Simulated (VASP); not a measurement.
Here is a VASP 6.6.1 calculation.

The input POSCAR:

```
CdF2
1.0
    0.0000000000      2.6950000000      2.6950000000
    2.6950000000      0.0000000000      2.6950000000
    2.6950000000      2.6950000000      0.0000000000
Cd F
1 2
Direct
    0.0000000000      0.0000000000      0.0000000000
    0.2500000000      0.2500000000      0.2500000000
    0.7500000000      0.7500000000      0.7500000000
```

The input INCAR.step1:

```
ALGO = Normal
EDIFF = 1E-5
EDIFFG = -0.005
ENCUT = 660
GGA = PE
GGA_COMPAT = F
IBRION = 2
ISIF = 3
ISMEAR = 0
LASPH = T
LCHARG = F
LREAL = F
LWAVE = T
NELM = 120
NELMIN = 4
NSW = 100
PREC = Accurate
SIGMA = 0.01
```

INCAR.step2

```
ALGO = Normal
EDIFF = 1E-7
EDIFFG = -0.02
ENCUT = 660
GGA_COMPAT = F
IBRION = 2
ISIF = 3
ISMEAR = 0
ISTART = 1
LASPH = T
LCHARG = F
LMIXTAU = T
LREAL = F
LWAVE = F
METAGGA = R2SCAN
NELM = 120
NELMIN = 4
NSW = 80
PREC = Accurate
PSTRESS = 50.0
SIGMA = 0.01
```

KPOINTS

```
k-points
0
Gamma
  4 4 4
```

Potentials or basis: VASP PAW PBE potentials, release 64 (Cd, F).

Launch:

```bash
$ cat potpaw_PBE.64/Cd/POTCAR potpaw_PBE.64/F/POTCAR > POTCAR
$ cp INCAR.step1 INCAR
$ mpirun -np 1 vasp_std > vasp.out
$ cp INCAR.step2 INCAR
$ mpirun -np 1 vasp_std > vasp.out
```

Task: Estimate the band gap on the k mesh.

Result: 3.87 eV (least direct gap 4.33 eV).

Task: What does it give for the relaxed volume?

Result: 12.61 Å³/atom.

Step by step:
| step | energy change (eV) | largest force (eV/Å) | pressure (GPa) | volume (Å³) |
| --- | --- | --- | --- | --- |
| 1 | 0.0000 | 0.0000 | 0.62 | 39.15 |
| 2 | 0.0489 | 0.0000 | 7.62 | 37.16 |
| 3 | 0.0224 | 0.0000 | 5.00 | 37.84 |

Caveat: the k points lie up to 0.51 Å⁻¹ apart in the final cell; the cell is relaxed towards a set pressure, so the run minimises the enthalpy, not the energy; the PAW data sets were made with another functional, which shifts forces and pressure a little. A k mesh can miss the band edges.
